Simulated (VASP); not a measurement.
# MgO (Fm-3m) in VASP: further runs, part 2 of 2

VASP 6.6.1. The steps go on from the part before.

### Step 4. Relaxation of cell and atoms, PBEsol, target pressure 23.2 GPa, at which the enthalpy is minimised

This run uses another cell than the first one, of 9.37 Å³/atom.

Contents of INCAR:

```
SYSTEM = MgO
PREC = Accurate
ENCUT = 600
EDIFF = 1E-7
ISMEAR = 0
SIGMA = 0.02
LREAL = .False.
LASPH = .True.
NELM = 120
ALGO = Normal
ISIF = 3
LWAVE = .False.
LCHARG = .False.
GGA = PS
IBRION = 2
NSW = 100
EDIFFG = -0.002
PSTRESS = 232.0
GGA_COMPAT = .False.
NELMIN = 4
```

Contents of KPOINTS:

```
regular mesh
0
Gamma
  10 10 10
  0 0 0
```

Contents of POSCAR:

```
MgO
1.0
    0.0000000000      2.1085000000      2.1085000000
    2.1085000000      0.0000000000      2.1085000000
    2.1085000000      2.1085000000      0.0000000000
Mg O
1 1
Direct
    0.0000000000      0.0000000000      0.0000000000
    0.5000000000      0.5000000000      0.5000000000
```

Potentials or basis: VASP PAW PBE potentials, release 64 (Mg, O).

Launch:

```console
$ cat potpaw_PBE.64/Mg/POTCAR potpaw_PBE.64/O/POTCAR > POTCAR
$ mpirun -np 1 vasp_std > vasp.out
```

OUTCAR:

```text
SYSTEM = MgO
   PREC = Accurate
   ENCUT = 600
   EDIFF = 1E-7
   ISMEAR = 0
   LREAL = .False.
   LASPH = .True.
   NELM = 120
   ISIF = 3
   GGA = PS
   IBRION = 2
   NSW = 100
   EDIFFG = -0.002
   PSTRESS = 232.0
   NELMIN = 4

 ion  position               nearest neighbor table
   1  0.000  0.000  0.000-   2 2.11   2 2.11   2 2.11   2 2.11   2 2.11   2 2.11
   2  0.500  0.500  0.500-   1 2.11   1 2.11   1 2.11   1 2.11   1 2.11   1 2.11

  LATTYP: Found a face centered cubic cell.
 ALAT       =     4.2170000000

  Lattice vectors:

 A1 = (   0.0000000000,   2.1085000000,   2.1085000000)
 A2 = (   2.1085000000,   0.0000000000,   2.1085000000)
 A3 = (   2.1085000000,   2.1085000000,   0.0000000000)

Analysis of symmetry for initial positions (statically):
=====================================================================
 Subroutine PRICEL returns:
 Original cell was already a primitive cell.

 Routine SETGRP: Setting up the symmetry group for a
 face centered cubic supercell.

 Subroutine GETGRP returns: Found 48 space group operations
 (whereof 48 operations were pure point group operations)
 out of a pool of 48 trial point group operations.

The static configuration has the point symmetry O_h .

Analysis of symmetry for dynamics (positions and initial velocities):
=====================================================================
 Subroutine PRICEL returns:
 Original cell was already a primitive cell.

 Routine SETGRP: Setting up the symmetry group for a
 face centered cubic supercell.

 Subroutine GETGRP returns: Found 48 space group operations
 (whereof 48 operations were pure point group operations)
 out of a pool of 48 trial point group operations.

The dynamic configuration has the point symmetry O_h .

 Subroutine INISYM returns: Found 48 space group operations
 (whereof 48 operations are pure point group operations),
 and found     1 'primitive' translations

[... 125 lines left out ...]
 conjugate gradient relaxation of ions
 non-spin polarized calculation
 Gauss-broadening in eV      SIGMA  =   0.02
  energy-cutoff  :      600.00
  volume of cell :       18.75
 maximum number of plane-waves:       636
   NGX = 11   NGY = 11   NGZ = 11

--------------------------------------- Ionic step        1  -------------------------------------------

 number of electron       8.0000005 magnetization

 Free energy of the ion-electron system (eV)
  ---------------------------------------------------
  ext. energy  EPLUGINS =         0.00000000
  ---------------------------------------------------
  free energy    TOTEN  =       -12.51533633 eV

  energy without entropy =      -12.51533633  energy(sigma->0) =      -12.51533633

------------------------ aborting loop because EDIFF is reached ----------------------------------------

  FORCE on cell =-STRESS in cart. coord.  units (eV):
  Direction    XX          YY          ZZ          XY          YZ          ZX
  --------------------------------------------------------------------------------------
  -------------------------------------------------------------------------------------
  Total       -0.1211676     -0.1211676     -0.1211676      0.0000000      0.0000000      0.0000000
  in kB      -10.3549062    -10.3549062    -10.3549062      0.0000000      0.0000000      0.0000000
  external PRESSURE =    -242.3549062 kB  Pullay stress =     232.0000000 kB
[... 177 lines left out ...]
--------------------------------------- Ionic step        6  -------------------------------------------

 number of electron       7.9999999 magnetization

 Free energy of the ion-electron system (eV)
  ---------------------------------------------------
  ext. energy  EPLUGINS =         0.00000000
  ---------------------------------------------------
  free energy    TOTEN  =       -12.38448329 eV

  energy without entropy =      -12.38448329  energy(sigma->0) =      -12.38448329

 E-fermi :   4.1609     XC(G=0): -11.8876

 val. band max:        3.9991401416   @ k =   0.0000   0.0000   0.0000
 cond. band min:       9.8505485138   @ k =   0.0000   0.0000   0.0000
 fundamental gap:      5.8514083722
 Fermi energy:         4.1609435591

 k-point     1 :       0.0000    0.0000    0.0000
  band No.  band energies     occupation
      1     -13.8550      2.00000
      2       3.9991      2.00000
      3       3.9991      2.00000
      4       3.9991      2.00000
      5       9.8505      0.00000
      6      20.2757      0.00000
      7      20.2757      0.00000
      8      20.2757      0.00000
[... 243 lines left out ...]
 k-point    24 :       0.4000    0.3000    0.0000
  band No.  band energies     occupation
      1     -12.3003      2.00000
      2      -0.0296      2.00000
      3       2.4956      2.00000
      4       2.7514      2.00000
      5      14.0756      0.00000
      6      14.9468      0.00000
      7      18.7645      0.00000
      8      23.6161      0.00000

 [... further k-points ...]

------------------------ aborting loop because EDIFF is reached ----------------------------------------

  FORCE on cell =-STRESS in cart. coord.  units (eV):
  Direction    XX          YY          ZZ          XY          YZ          ZX
  --------------------------------------------------------------------------------------
  -------------------------------------------------------------------------------------
  Total        2.4070391      2.4070391      2.4070391      0.0000000      0.0000000      0.0000000
  in kB      231.9919595    231.9919595    231.9919595      0.0000000      0.0000000      0.0000000
  external PRESSURE =      -0.0080405 kB  Pullay stress =     232.0000000 kB
[... 21 lines left out ...]
  energy  without entropy=      -12.3844832883  energy(sigma->0) =      -12.38448329

  enthalpy is  TOTEN    =        -9.9773607935 eV   P V=        2.4071224947

 reached required accuracy - stopping structural energy minimisation
```

OSZICAR:

```text
N       E                     dE             d eps       ncg     rms          rms(c)
DAV:   1     0.187166893641E+02    0.18717E+02   -0.52143E+03   840   0.101E+03
DAV:   2    -0.133950165089E+02   -0.32112E+02   -0.30961E+02   944   0.157E+02
DAV:   3    -0.138979203254E+02   -0.50290E+00   -0.50290E+00   952   0.221E+01
DAV:   4    -0.138986742477E+02   -0.75392E-03   -0.75392E-03  1016   0.801E-01
[... 47 lines left out ...]
       N       E                     dE             d eps       ncg     rms          rms(c)
DAV:   1    -0.123845159046E+02    0.19064E-02   -0.73623E-04   752   0.285E-01    0.430E-02
DAV:   2    -0.123844839720E+02    0.31933E-04   -0.20766E-04   752   0.111E-01    0.464E-03
DAV:   3    -0.123844833422E+02    0.62977E-06   -0.13305E-06   808   0.156E-02    0.255E-03
DAV:   4    -0.123844832883E+02    0.53966E-07   -0.14949E-07   576   0.419E-03
   6 F= -.99773608E+01 E0= -.99773608E+01  d E =-.141574E-04
```

Wall time 25 s (1 thread of Intel Xeon Platinum 8259CL at 2.50GHz (Skylake/Cascade Lake), shared host); peak memory 0.15 GiB.

What came out:

| Item | Value |
| --- | --- |
| Free energy | -12.3845 eV |
| Relaxed volume | 8.31 Å³/atom |
| Relaxed cell | a = 2.865 Å, b = 2.865 Å, c = 2.865 Å, α = 60.00°, β = 60.00°, γ = 60.00° |
| Space group after relaxing (to 0.1 Å) | Fm-3m (No. 225) |
| Energy change on relaxing (the run minimises the enthalpy) | +65.4 meV/atom |
| Ionic steps | 6 |
| Pressure after relaxing | 23.2 GPa |
| Band gap on the k mesh | 5.85 eV |

The path:
```
step  energy change (eV)  largest force (eV/Å)  pressure (GPa)  volume (Å³)
   1              0.0000                0.0000           -1.04        18.75
   2              0.4617                0.0000           51.15        15.16
   3              0.1275                0.0000           22.85        16.65
   4              0.1333                0.0000           23.47        16.61
   5              0.1289                0.0000           23.00        16.64
   6              0.1309                0.0000           23.20        16.62
```

Final structure:
```yaml
crystal:
  lattice:
    - [0.00000, 2.02565, 2.02565]
    - [2.02565, 0.00000, 2.02565]
    - [2.02565, 2.02565, 0.00000]
  atoms:
    - { symbol: Mg, position: [0.00000, 0.00000, 0.00000] }
    - { symbol: O, position: [0.50000, 0.50000, 0.50000] }
```

Caveat: the cell is relaxed towards a set pressure, so the run minimises the enthalpy, not the energy; the PAW data sets were made with another functional, which shifts forces and pressure a little.

### Step 5. Summary

| task | cell | gap on the mesh (eV) | pressure (GPa) |
| --- | --- | --- | --- |
| single point | a = 2.867 Å, angles 60.0°, 2 atoms | 5.82 | 22.7 |
| relaxation of cell and atoms | relaxed to 23.2 GPa from a = 2.867 Å, angles 60.0°, 2 atoms | 5.85 | 23.2 |
| relaxation of cell and atoms | relaxed to 23.2 GPa from a = 2.982 Å, angles 60.0°, 2 atoms | 5.85 | 23.2 |

Alike in all rows: level PBEsol; potentials or basis VASP PAW PBE potentials, release 64 (Mg, O); no spin polarisation; k mesh 10 × 10 × 10; cutoff (eV) 600; smearing gaussian 0.02 eV.

Caveats: the PAW data sets were made with another functional, which shifts forces and pressure a little; the cell is relaxed towards a set pressure, so the run minimises the enthalpy, not the energy (at least some runs); the cell stands under pressure (at least some runs).

Total energies depend on the potentials used, so only differences within one code and one set of settings carry meaning.
